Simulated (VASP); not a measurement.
# SnO in VASP: single point with PBE+D3(BJ)

Aim: the single point of SnO with PBE+D3(BJ).

Program: VASP 6.6.1. These are calculated values, not measurements. Logs are shortened: lines on timing, memory, paths and dates and some standing lists are left out, and cuts for length are marked.

## 1. The cell of the first run

The cell holds a slab with vacuum, 8 atoms: a = 3.820 Å, b = 3.820 Å, c = 22.226 Å, α = 90.00°, β = 90.00°, γ = 90.00°.

## 2. Single point, PBE+D3(BJ)

Input file INCAR:

```
ALGO = Normal
DIPOL = 0.5 0.5 0.399
EDIFF = 1E-6
ENCUT = 1000
GGA = PE
GGA_COMPAT = False
IDIPOL = 3
ISIF = 2
ISMEAR = 0
IVDW = 12
LASPH = True
LCHARG = False
LDIPOL = True
LREAL = False
LWAVE = False
NBANDS = 50
NELM = 120
NELMDL = -8
PREC = Accurate
SIGMA = 0.05
```

Input file KPOINTS:

```
k-points
0
Gamma
  7 7 1
```

Input file POSCAR:

```
SnO
1.0
    3.8201630918      0.0000000000      0.0000000000
    0.0000000000      3.8201630918      0.0000000000
    0.0000000000      0.0000000000     22.2260821141
Sn O
4 4
Direct
    0.7500000000      0.2500000000      0.2024648328
    0.2500000000      0.7500000000      0.3087832134
    0.2500000000      0.7500000000      0.4887519537
   -0.2500000000      1.2500000000      0.5950703343
    0.2500000000      0.2500000000      0.2556240231
    0.7500000000      0.7500000000      0.2556240231
   -0.2500000000      0.7500000000      0.5419111440
    0.2500000000      1.2500000000      0.5419111440
```

Potentials or basis: VASP PAW PBE potentials, release 64 (Sn_d, O_h).

The run is started by

```bash
$ cat potpaw_PBE.64/Sn_d/POTCAR potpaw_PBE.64/O_h/POTCAR > POTCAR
$ mpirun -np 1 vasp_std > vasp.out
```

OUTCAR:

```text
EDIFF = 1E-6
   ENCUT = 1000
   GGA = PE
   ISIF = 2
   ISMEAR = 0
   IVDW = 12
   LASPH = True
   LREAL = False
   NELM = 120
   NELMDL = -8
   PREC = Accurate
 IVDW          = 12

 ion  position               nearest neighbor table
   1  0.750  0.250  0.202-   5 2.25   6 2.25   6 2.25   5 2.25   2 3.59   2 3.59   2 3.59   2 3.59

   2  0.250  0.750  0.309-   5 2.25   6 2.25   5 2.25   6 2.25   1 3.59   1 3.59   1 3.59   1 3.59

   3  0.250  0.750  0.489-   7 2.25   8 2.25   8 2.25   7 2.25   4 3.59   4 3.59   4 3.59   4 3.59

   4  0.750  0.250  0.595-   7 2.25   8 2.25   7 2.25   8 2.25   3 3.59   3 3.59   3 3.59   3 3.59

   5  0.250  0.250  0.256-   1 2.25   2 2.25   2 2.25   1 2.25
   6  0.750  0.750  0.256-   1 2.25   2 2.25   1 2.25   2 2.25
   7  0.750  0.750  0.542-   3 2.25   3 2.25   4 2.25   4 2.25
   8  0.250  0.250  0.542-   3 2.25   3 2.25   4 2.25   4 2.25

  LATTYP: Found a simple tetragonal cell.
 ALAT       =     3.8201630918
 C/A-ratio  =     5.8180977042

  Lattice vectors:

 A1 = (   3.8201630918,   0.0000000000,   0.0000000000)
 A2 = (   0.0000000000,   3.8201630918,   0.0000000000)
 A3 = (   0.0000000000,   0.0000000000,  22.2260821141)

Analysis of symmetry for initial positions (statically):
=====================================================================
 Subroutine PRICEL returns:
 Original cell was already a primitive cell.

 Routine SETGRP: Setting up the symmetry group for a
 simple tetragonal supercell.

 Subroutine GETGRP returns: Found 16 space group operations
 (whereof  2 operations were pure point group operations)
 out of a pool of 16 trial point group operations.

The static configuration has the point symmetry C_1h.
 The point group associated with its full space group is D_4h.

Analysis of symmetry for dynamics (positions and initial velocities):
=====================================================================
 Subroutine PRICEL returns:
 Original cell was already a primitive cell.

 Routine SETGRP: Setting up the symmetry group for a
 simple tetragonal supercell.

 Subroutine GETGRP returns: Found 16 space group operations
 (whereof  2 operations were pure point group operations)
 out of a pool of 16 trial point group operations.

The dynamic configuration has the point symmetry C_1h.
 The point group associated with its full space group is D_4h.

 Subroutine INISYM returns: Found 16 space group operations
 (whereof  2 operations are pure point group operations),
 and found     1 'primitive' translations

----------------------------------------------------------------------------------------

                                     Primitive cell

  volume of cell :     324.3596

  direct lattice vectors                    reciprocal lattice vectors
     3.820163092  0.000000000  0.000000000     0.261768929  0.000000000  0.000000000
     0.000000000  3.820163092  0.000000000     0.000000000  0.261768929  0.000000000
     0.000000000  0.000000000 22.226082114     0.000000000  0.000000000  0.044992185

  length of vectors
     3.820163092  3.820163092 22.226082114     0.261768929  0.261768929  0.044992185

  position of ions in fractional coordinates (direct lattice)
     0.750000000  0.250000000  0.202464833
     0.250000000  0.750000000  0.308783213
     0.250000000  0.750000000  0.488751954
     0.750000000  0.250000000  0.595070334
     0.250000000  0.250000000  0.255624023
     0.750000000  0.750000000  0.255624023
     0.750000000  0.750000000  0.541911144
     0.250000000  0.250000000  0.541911144

  ion indices of the primitive-cell ions
   primitive index   ion index
                 1           1
                 2           2
                 3           3
                 4           4
                 5           5
                 6           6
                 7           7
                 8           8

----------------------------------------------------------------------------------------

 KPOINTS: k-points

Automatic generation of k-mesh.
 Grid dimensions read from file:
 generate k-points for:    7    7    1

 Generating k-lattice:

  Cartesian coordinates                     Fractional coordinates (reciprocal lattice)
     0.037395561  0.000000000  0.000000000     0.142857143  0.000000000  0.000000000
     0.000000000  0.037395561  0.000000000     0.000000000  0.142857143  0.000000000
     0.000000000  0.000000000  0.044992185     0.000000000  0.000000000  1.000000000

  Length of vectors
     0.037395561  0.037395561  0.044992185

  Shift w.r.t. Gamma in fractional coordinates (k-lattice)
     0.000000000  0.000000000  0.000000000

 Subroutine IBZKPT returns following result:
 ===========================================

 Found     10 irreducible k-points:

 Following reciprocal coordinates:
            Coordinates               Weight
  0.000000  0.000000  0.000000      1.000000
  0.142857  0.000000  0.000000      4.000000
  0.285714  0.000000  0.000000      4.000000
  0.428571  0.000000  0.000000      4.000000
  0.142857  0.142857  0.000000      4.000000
  0.285714  0.142857  0.000000      8.000000
  0.428571  0.142857  0.000000      8.000000
  0.285714  0.285714  0.000000      4.000000
  0.428571  0.285714  0.000000      8.000000
  0.428571  0.428571  0.000000      4.000000
   k-points           NKPTS =     10   k-points in BZ     NKDIM =     10   number of bands    NBANDS=     50
   number of dos      NEDOS =    301   number of ions     NIONS =      8
   total plane-waves  NPLWV = 384000
   dimension x,y,z NGX =    40 NGY =   40 NGZ =  240
   dimension x,y,z NGXF=    80 NGYF=   80 NGZF=  480
   ions per type =               4   4
   NGX,Y,Z   is equivalent  to a cutoff of  17.41, 17.41, 17.95 a.u.
   NGXF,Y,Z  is equivalent  to a cutoff of  34.81, 34.81, 35.90 a.u.
 SYSTEM =  unknown system
   PREC   = accura    normal or accurate (medium, high low for compatibility)
   ISTART =      0    job   : 0-new  1-cont  2-samecut
   ICHARG =      2    charge: 1-file 2-atom 10-const
   ISPIN  =      1    spin polarized calculation?
   LNONCOLLINEAR =      F non collinear calculations
   LSORBIT =      F    spin-orbit coupling
   LASPH  =      T    aspherical Exc in radial PAW
   ENCUT  = 1000.0 eV  73.50 Ry    8.57 a.u.   9.85  9.85 57.31*2*pi/ulx,y,z
   NELM   =    120;   NELMIN=  2; NELMDL= -8     # of ELM steps
   EDIFF  = 0.1E-05   stopping-criterion for ELM
   LREAL  =      F    real-space projection
[... 7 lines left out ...]
   TEBEG  =    0.0;   TEEND  =   0.0 temperature during run
   PSTRESS=    0.0 pullay stress
   NELECT =      80.0000    total number of electrons
   NUPDOWN=      -1.0000    fix difference up-down
   EMIN   =  10.00;   EMAX   =-10.00  energy-range for DOS
   EFERMI =   0.00;   METHOD = LEGACY
   ISMEAR =     0;   SIGMA  =   0.05  broadening in eV -4-tet -1-fermi 0-gaus
   EFERMI_NEDOS =   21; number of points for ismear=-14 and -15
   IALGO  =     38    algorithm
   IMIX   =      4    mixing-type and parameters
     AMIX     =   0.40;   BMIX     =  1.00
     AMIX_MAG =   1.60;   BMIX_MAG =  1.00
  volume/ion in A,a.u.               =      40.54       273.61
  Fermi-wavevector in a.u.,A,eV,Ry     =   1.026666  1.940118 14.341131  1.054043
  Thomas-Fermi vector in A             =   2.160571
   LORBIT       =      0    0 simple, 1 ext, 2 COOP (PROOUT), +10 PAW based schemes
   GGA     = PE    functional components
   LHFCALC =     F    Hartree Fock is set to
   AEXX    =    0.0000 exact exchange contribution
   IVDW    =    12    specifies the selected vdW correction
   LEPSILON=     F    determine dielectric tensor
   LRPA    =     F    only Hartree local field effects (RPA)
 non-spin polarized calculation
 Gauss-broadening in eV      SIGMA  =   0.05
  energy-cutoff  :     1000.00
  volume of cell :      324.36
 maximum number of plane-waves:     23352
 NGX is ok and might be reduce to    40
   NGX = 19   NGY = 19   NGZ =115

 dipolmoment           0.000000      0.000000      0.000063 electrons x Angstroem

 number of electron      79.9999988 magnetization

 dipolmoment           0.000000      0.000000     -0.000001 electrons x Angstroem

 Free energy of the ion-electron system (eV)
  ---------------------------------------------------
  ext. energy  EPLUGINS =         0.00000000
  ---------------------------------------------------
  free energy    TOTEN  =       -45.10209009 eV

  energy without entropy =      -45.10209009  energy(sigma->0) =      -45.10209009

 E-fermi :   0.2783     XC(G=0):  -5.2845

 val. band max:       -0.0003008082   @ k =   0.1429   0.1429   0.0000
 cond. band min:       2.2141284334   @ k =   0.4286   0.0000   0.0000
 fundamental gap:      2.2144292416
 Fermi energy:         0.2783134777

 k-point     1 :       0.0000    0.0000    0.0000
  band No.  band energies     occupation
      1     -20.9372      2.00000
      2     -20.9371      2.00000
      3     -20.5769      2.00000
      4     -20.5767      2.00000
      5     -20.5414      2.00000
      6     -20.5414      2.00000
[... 42 lines left out ...]
     49       5.3598      0.00000
     50       5.3598      0.00000

 k-point     2 :       0.1429    0.0000    0.0000
  band No.  band energies     occupation
      1     -20.9284      2.00000
      2     -20.9282      2.00000
      3     -20.5778      2.00000
      4     -20.5774      2.00000
      5     -20.5429      2.00000
      6     -20.5416      2.00000
[... 42 lines left out ...]
     49       5.5371      0.00000
     50       5.6730      0.00000

 k-point     3 :       0.2857    0.0000    0.0000
  band No.  band energies     occupation
      1     -20.9036      2.00000
      2     -20.9033      2.00000
      3     -20.6752      2.00000
      4     -20.6741      2.00000
      5     -20.5466      2.00000
      6     -20.5456      2.00000
[... 360 lines left out ...]
     49       5.7447      0.00000
     50       6.2979      0.00000

 k-point    10 :       0.4286    0.4286    0.0000
  band No.  band energies     occupation
      1     -20.8796      2.00000
      2     -20.8784      2.00000
      3     -20.8658      2.00000
      4     -20.8645      2.00000
      5     -20.5437      2.00000
      6     -20.5432      2.00000
[... 42 lines left out ...]
     49       5.8968      0.00000
     50       6.0913      0.00000

------------------------ aborting loop because EDIFF is reached ----------------------------------------

 vacuum level on the upper side and lower side of the slab       (xc-potential included)        -0.144        -0.143

 Edisp (eV)   -1.25333

 E8    (eV) :    -0.5537

  FORCE on cell =-STRESS in cart. coord.  units (eV):
  Direction    XX          YY          ZZ          XY          YZ          ZX
  --------------------------------------------------------------------------------------
  -------------------------------------------------------------------------------------
  Total       0.42265     0.42265     1.13566     0.00000    -0.00000    -0.00000
  in kB       2.08771     2.08771     5.60961     0.00000    -0.00000    -0.00000
  external pressure =        3.26 kB  Pullay stress =        0.00 kB

 VOLUME and BASIS-vectors are now :
 -----------------------------------------------------------------------------
  energy-cutoff  :     1000.00
  volume of cell :      324.36
      direct lattice vectors                 reciprocal lattice vectors
     3.820163092  0.000000000  0.000000000     0.261768929  0.000000000  0.000000000
     0.000000000  3.820163092  0.000000000     0.000000000  0.261768929  0.000000000
     0.000000000  0.000000000 22.226082114     0.000000000  0.000000000  0.044992185

 POSITION                                       TOTAL-FORCE (eV/Angst)
 -----------------------------------------------------------------------------------
      2.86512      0.95504      4.50000        -0.000000      0.000000     -0.075894
      0.95504      2.86512      6.86304        -0.000000      0.000000     -0.093088
      0.95504      2.86512     10.86304         0.000000     -0.000000      0.093088
      2.86512      0.95504     13.22608         0.000000     -0.000000      0.075894
      0.95504      0.95504      5.68152        -0.000000     -0.000000     -0.009407
      2.86512      2.86512      5.68152         0.000000      0.000000     -0.009407
      2.86512      2.86512     12.04456        -0.000000     -0.000000      0.009407
      0.95504      0.95504     12.04456        -0.000000     -0.000000      0.009407
 -----------------------------------------------------------------------------------
    total drift:                                0.000000     -0.000000     -0.000101

  FREE ENERGIE OF THE ION-ELECTRON SYSTEM (eV)
  ---------------------------------------------------
  free  energy   TOTEN  =       -46.3554174167 eV

  energy  without entropy=      -46.3554174167  energy(sigma->0) =      -46.35541742

 vacuum level on the upper side and lower side of the slab         4.945         4.947
```

It took 10 min on 1 thread of Intel Xeon Platinum 8488C (Sapphire Rapids), shared host; peak memory 0.9 GiB.

Results:

* Free energy: -46.3554 eV
* Largest force: 0.093 eV/Å
* Band gap on the k mesh: 2.21 eV (least direct gap 2.46 eV)
* Dispersion energy per atom: -0.157 eV

Forces on the atoms (eV/Å):
```
Sn   0.000  0.000 -0.076
Sn   0.000  0.000 -0.093
Sn   0.000  0.000  0.093
Sn   0.000  0.000  0.076
O    0.000  0.000 -0.009
O    0.000  0.000 -0.009
O    0.000  0.000  0.009
O    0.000  0.000  0.009
```

Caveat: spin-orbit coupling is left out, which moves the levels of the heavy elements.
